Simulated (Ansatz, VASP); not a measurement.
## HfIn4SiO6 in VASP and in Ansatz

```
Hf In Si O
1.0
     5.69867    0.00381    0.01559
    -0.70506    6.10815   -0.00575
    -2.73718   -1.39557    6.63076
Hf In Si O
1 4 1 6
Direct
  0.11793 0.01556 0.13292
  0.38842 0.99901 0.72891
  0.75865 0.00842 0.49586
  0.23461 0.48841 0.53300
  0.59649 0.48211 0.20528
  0.86778 0.44029 0.85544
  0.55316 0.38738 0.79290
  0.93454 0.38483 0.65596
  0.98414 0.26218 0.00347
  0.99083 0.69806 0.98452
  0.08665 0.06493 0.39374
  0.48680 0.10883 0.21799
```

Alike in both runs: task single point; functional PBE; k mesh 5 × 5 × 4; occupations fermi-dirac, width 0.05 eV; no spin polarisation.

```csv
,VASP,Ansatz
version,VASP 6.6.1,Ansatz 0.2.0
potentials or method,"VASP PAW PBE potentials, release 64 (Hf_pv, In_d, Si, O)",Ansatz PAW
plane-wave cutoff (eV),520,420
valence electrons in the cell,102,118
```

|  | VASP | Ansatz | Ansatz less VASP |
| --- | --- | --- | --- |
| gap on the k mesh at the Fermi level (eV) | 0.88 | 0.89 | +0.012 |
| least direct gap on the mesh (eV) | 1.16 | 1.17 | +0.009 |
| pressure (GPa) | -0.2 | 0.0 | +0.23 |
| traceless stress, the component that is largest in VASP (GPa) | -0.06 | 0.00 | +0.058 |
| rms of the force components (eV/Å) | 0.051 | 0.002 | -0.0486 |

Atom by atom the forces differ by 0.051 eV/Å (rms over components). VASP's potentials hold 102 valence electrons a cell and Ansatz's 118, so a difference there can come from the potentials and not from the codes.

Spin-orbit coupling is off throughout. Noted on Ansatz's run: odd divisions of the mesh miss points on the zone boundary, where band edges often lie, so the gap on the mesh can be too wide.
